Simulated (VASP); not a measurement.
A run of VASP 6.6.1 is set up as follows.

File INCAR:

```
PREC = Accurate
ENCUT = 400
EDIFF = 1E-6
ISMEAR = -1
SIGMA = 0.05
LREAL = Auto
LASPH = T
NELM = 120
ALGO = Normal
ISIF = 2
LWAVE = F
LCHARG = F
GGA = PE
NBANDS = 111
ISYM = -1
GGA_COMPAT = F
```

File KPOINTS:

```
explicit points
1
Reciprocal
  0.25000000   0.25000000   0.25000000 1
```

Contents of POSCAR:

```
Si5W3
1.0
    7.2041990000     -0.0818820000      0.0070510000
   -0.0818820000      7.4902340000      0.1623590000
    0.0070510000      0.1623590000      7.4951860000
Si W
15 9
Direct
    0.6849499049      0.8466239560      0.2749741500
    0.0204662936      0.7554029468      0.8601123741
    0.1728374085      0.7225216075      0.5456572309
    0.1952833841      0.1885345192      0.3462236669
    0.9701923650      0.0732848131      0.8039769426
    0.5162652867      0.7008783633      0.0285717931
    0.3363561799      0.8731293235      0.3010524287
    0.5564694263      0.9279815464      0.6150191841
    0.4717061786      0.0424545211      0.9359071444
    1.0143063062      0.8526652888      0.1949315524
    0.2261988459      0.2607813502      0.0209614375
    0.6274323064      0.3516689336      0.0381734834
    0.0936516604      0.3993256762      0.5469276606
    0.6773679501      0.5697002553      0.7753066988
    0.9218309925      0.3402444324      0.2494653800
    0.1867018285      0.6017226178      0.1313466381
    0.4821360360      0.5536944214      0.3620278651
    0.9080589671      0.9773891994      0.4948347303
    0.3482340358      0.5341505948      0.7824460187
    0.8381033156      0.6082178611      0.4562511044
    0.9675613228      0.4296910929      0.8603959273
    0.6644304678      0.2229235833      0.7064412345
    0.2771559310      0.1730291524      0.6769950650
    0.5714021070      0.1635720386      0.3440813412
```

Potentials or basis: VASP PAW PBE potentials, release 64 (Si, W_sv).

Run with:

```sh
$ cat potpaw_PBE.64/Si/POTCAR potpaw_PBE.64/W_sv/POTCAR > POTCAR
$ mpirun -np 1 vasp_std > vasp.out
```

**Question.** Estimate the pressure.

**Answer.** -6.5 GPa.

**Question.** Estimate the largest force.

**Answer.** 1.990 eV/Å.

Stress tensor (GPa, compression positive):
```
-5.33 -0.02  3.47
-0.02 -8.53  2.71
 3.47  2.71 -5.57
```

Caveat: the atoms stand as in a frame of molecular dynamics.
